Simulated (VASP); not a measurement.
BiPdCl:

```
CELL_PARAMETERS angstrom
3.99547 0.00000 0.00000
0.00000 3.99547 0.00000
0.00000 0.00000 7.56982
ATOMIC_POSITIONS crystal
Bi 0.00000 0.50000 0.17100
Bi 0.50000 0.00000 0.82900
Pd 0.00000 0.00000 0.00000
Pd 0.50000 0.50000 0.00000
Cl 0.00000 0.50000 0.65000
Cl 0.50000 0.00000 0.35000
```

Base run:

| Quantity | Value |
| --- | --- |
| Program | VASP 6.6.1 |
| Functional | RPBE |
| Potentials or basis | VASP PAW PBE potentials, release 64 (Bi_d, Pd, Cl) |
| Cutoff | 520 eV |
| k mesh | 5 × 5 × 3 |
| Occupations | methfessel-paxton, width 0.0216 eV |
| Spin | no spin polarisation |

Its results: band gap on the k mesh zero (band 32 reaches 8.14 eV, above the bottom of band 33 at 7.88 eV); pressure 50.9 GPa; largest force 11.526 eV/Å.

The run is repeated on the same cell with these changes: functional from RPBE to PBE. What comes out?

Band gap on the k mesh zero (band 32 reaches 8.03 eV, above the bottom of band 33 at 7.76 eV); pressure 47.9 GPa; largest force 11.331 eV/Å.

PBE binds more tightly than RPBE, so the same cell stands under less pressure.

Caveats: spin-orbit coupling is left out, which moves the levels of the heavy elements; the PAW data sets were made with another functional, which shifts forces and pressure a little (some runs); forces of over 1 eV/Å act on the atoms, so gaps and moduli don't describe the material at rest (some runs).
